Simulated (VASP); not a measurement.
Input of a VASP 6.6.1 run:

Contents of INCAR:

```
SYSTEM = RuF2
PREC = Accurate ; ENCUT = 600
EDIFF = 1E-7 ; ISMEAR = 0
SIGMA = 0.05 ; LREAL = .FALSE.
LASPH = .TRUE. ; NELM = 80
ALGO = Normal ; ISIF = 3
LWAVE = .FALSE. ; LCHARG = .FALSE.
GGA = PS ; IBRION = 2
NSW = 80 ; EDIFFG = -0.01
```

Contents of KPOINTS:

```
regular mesh
0
G
  12 12 8
  0 0 0
```

POSCAR

```
RuF2
1.0
    2.8465612488      0.0000000000      0.0000000000
   -1.4232806244      2.4651943549      0.0000000000
    0.0000000000      0.0000000000      4.5920940900
Ru F
1 2
Direct
    0.0000000000      0.0000000000      0.0000000000
    0.3333333333      0.6666666667      0.2520000000
    0.6666666667      0.3333333333      0.7480000000
```

Potentials or basis: VASP PAW PBE potentials, release 64 (Ru_pv, F).

The run is started by

```bash
$ cat potpaw_PBE.64/Ru_pv/POTCAR potpaw_PBE.64/F/POTCAR > POTCAR
$ mpirun -np 1 vasp_std > vasp.out
```

Question: Estimate the relaxed cell.

Answer: a = 3.218 Å, b = 3.218 Å, c = 4.210 Å, α = 90.00°, β = 90.00°, γ = 120.00°.

Question: Estimate the band gap on the k mesh.

Answer: 0.51 eV (least direct gap 0.89 eV).

Question: Estimate the relaxed volume.

Answer: 12.58 Å³/atom.

Stress tensor (GPa, compression positive):
```
 0.03  0.00  0.00
 0.00  0.03  0.00
 0.00  0.00 -0.12
```

Caveat: the volume moved by over 15 % at a fixed basis, so the end points are rough; semilocal functionals underestimate gaps, and a narrow one can read as zero; the PAW data sets were made with another functional, which shifts forces and pressure a little. A k mesh can miss the band edges.
